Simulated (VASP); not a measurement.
A run of VASP 6.6.1 is set up as follows.

Contents of INCAR:

```
PREC = Accurate
ENCUT = 520
EDIFF = 1E-7
ISMEAR = 0
SIGMA = 0.1
LREAL = F
LASPH = T
NELM = 100
ALGO = Normal
ISIF = 2
LWAVE = F
LCHARG = F
LDIPOL = T
IDIPOL = 3
DIPOL = 0.5 0.5 0.327
GGA = PE
NBANDS = 33
```

The input KPOINTS:

```
Automatic mesh
0
Gamma
  6 6 1
```

Contents of POSCAR:

```
Al12O
1.0
    5.7143028096      0.0000000000      0.0000000000
   -2.8571514048      4.9487313980      0.0000000000
    0.0000000000      0.0000000000     20.1016424764
Al O
12 1
Direct
    0.3333333333      0.1666666667      0.1989887147
    0.3333333333      0.6666666667      0.1989887147
    0.8333333333      0.1666666667      0.1989887147
    0.8333333333      0.6666666667      0.1989887147
    0.1666666667      0.3333333333      0.3134533099
    0.1666666667      0.8333333333      0.3134533099
    0.6666666667      0.3333333333      0.3134533099
    0.6666666667      0.8333333333      0.3134533099
    0.0000000000      0.0000000000      0.4279074452
    0.0000000000      0.5000000000      0.4279074452
    0.5000000000      0.0000000000      0.4279074452
    0.5000000000      0.5000000000      0.4279074452
    0.2500000000      0.1666666667      0.4831462503
```

Potentials or basis: VASP PAW PBE potentials, release 64 (Al, O).

Run with:

```bash
$ cat potpaw_PBE.64/Al/POTCAR potpaw_PBE.64/O/POTCAR > POTCAR
$ mpirun -np 1 vasp_std > vasp.out
```

(1) What does it give for the largest force?

(2) Predict the band gap on the k mesh.

Results:

(1) 3.214 eV/Å.

(2) zero (bands 21 and 22 overlap by 0.62 eV).
